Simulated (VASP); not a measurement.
Runs of VASP 6.6.1 on In2O3. The structure is that of space group R-3c (No. 167), or close to it. The cells are those of the table. 

```csv
cell,k mesh,gap on the mesh (eV),pressure (GPa),largest force (eV/Å)
"a = 5.819 Å, angles 56.6°, 10 atoms",4 × 4 × 4,(b),5.5,0.04
"a = 5.994 Å, angles 56.6°, 10 atoms",4 × 4 × 4,0.59,-7.5,0.10
"a = 5.802 Å, angles 56.7°, 10 atoms",6 × 6 × 6,1.22,6.9,0.09
"a = 5.878 Å, angles 56.6°, 10 atoms",4 × 4 × 4,(a),0.4,0.01
"a = 5.758 Å, angles 56.6°, 10 atoms",4 × 4 × 4,(c),11.6,0.11
"a = 5.937 Å, angles 56.6°, 10 atoms",4 × 4 × 4,0.77,-3.9,0.06
```

Alike in all rows: task single point; level PBE; potentials or basis VASP PAW PBE potentials, release 64 (In_d, O); no spin polarisation; cutoff (eV) 520; smearing gaussian 0.01 eV.

Problem. Fill in the values left out.

Solution. (a) 0.97; (b) 1.17; (c) 1.39.

Caveats: spin-orbit coupling is left out, which moves the levels of the heavy elements; the cell stands under pressure (at least some runs); the cell stands under tension (at least some runs).

A k mesh can miss the band edges, and the runs leave out spin-orbit coupling on In.
